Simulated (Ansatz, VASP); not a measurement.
Two plane-wave programs on Be

INCAR

```
  ALGO = Normal
  EDIFF = 1E-7
  ENCUT = 520
  GGA = PS
  ISIF = 2
  ISMEAR = -1
  LASPH = T
  LCHARG = F
  LREAL = F
  LWAVE = F
  NBANDS = 7
  NELM = 80
  PREC = Accurate
  SIGMA = 0.1
```

The input KPOINTS:

```
k-points
0
Gamma
  20 20 20
```

File POSCAR:

```
Be
1.0
   -1.2632959480      1.2632959480      1.2632959480
    1.2632959480     -1.2632959480      1.2632959480
    1.2632959480      1.2632959480     -1.2632959480
Be
1
Direct
    0.0000000000      0.0000000000      0.0000000000
```

Input for Ansatz:

```yaml
crystal:
  lattice:
    - [-1.263295948, 1.263295948, 1.263295948]
    - [1.263295948, -1.263295948, 1.263295948]
    - [1.263295948, 1.263295948, -1.263295948]
  atoms:
    - { symbol: Be, position: [0.0, 0.0, 0.0] }
hamiltonian:
  xc: pbesol
  pseudopotentials:
    kind: paw
    azcp:
      Be: "pseudopotentials/Be.paw.azcp"
basis:
  ecutwfc: 420
  fft_grid_basis: typed
kpoints:
  mp_grid: { grid: [20, 20, 20], shift: [0, 0, 0] }
magnetization:
  spin_polarized: false
scf:
  occupations: { method: fermi_dirac, width: 0.1 }
  lower_state_search: "off"
output:
  stress: true
  write_density: true
  write_potential: true
  elf: true
  volumetric_format: npy
```

Alike in both runs: task single point; functional PBEsol; k mesh 20 × 20 × 20; occupations fermi-dirac, width 0.1 eV; no spin polarisation.

```csv
,VASP,Ansatz
version,VASP 6.6.1,Ansatz 0.2.0
potentials or method,"VASP PAW PBE potentials, release 64 (Be), cutoff 520 eV","plane waves (420 eV) with PAW, scalar-relativistic"
valence electrons in the cell,2,2
```

VASP gave:

| Item | Value |
| --- | --- |
| pressure (GPa) | -4.3 |

What did Ansatz give for the same quantities?

Pressure (GPa): -4.7.

VASP's potentials were made for PBE, not for PBEsol, and Ansatz warns of the same on its side.
